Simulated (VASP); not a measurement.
The system is SnRu.

```
Sn Ru
1.0
     3.09171    0.00000    0.00000
    -1.54586    2.67750    0.00000
     0.00000    0.00000    5.04877
Sn Ru
1 1
Direct
  0.66667 0.33333 0.50000
  0.33333 0.66667 0.00000
```

* Program: VASP 6.6.1
* Task: relaxation of cell and atoms
* Functional: PBE
* Potentials or basis: VASP PAW PBE potentials, release 64 (Sn_d, Ru_pv)
* Cutoff: 600 eV
* k mesh: 6 × 6 × 4
* Occupations: gaussian, width 0.1 eV
* Spin: no spin polarisation

At the start: pressure -14.9 GPa; volume 20.90 Å³/atom.

Task: Where does the relaxation end?

Result: Over 8 steps the energy falls by 628.8 meV/atom and the volume is 18.02 Å³/atom (-13.8 %); space group P-6m2 (No. 187, to 0.05 Å).

Step by step:
```
step  energy change (eV)  largest force (eV/Å)  pressure (GPa)  volume (Å³)
   1              0.0000                0.0000          -14.85        41.79
   2             -0.6552                0.0000           30.18        30.86
   3             -0.8305                0.0000            9.21        33.50
   4             -1.1674                0.0000           12.89        33.64
   5             -1.1752                0.0000           12.12        33.66
   6             -1.0999                0.0000          -12.01        39.89
   7             -1.2576                0.0000           -0.28        36.09
   8             -1.2577                0.0000            0.04        36.03
```

Final structure:
```xyz
2
Lattice="3.2502 0.0000 0.0000 -1.6251 2.8147 0.0000 0.0000 0.0000 3.9387" Properties=species:S:1:pos:R:3 pbc="T T T"
Sn    1.6251    0.9382    1.9694
Ru    0.0000    1.8765    0.0000
```

Caveat: the k points lie up to 0.40 Å⁻¹ apart in the final cell.
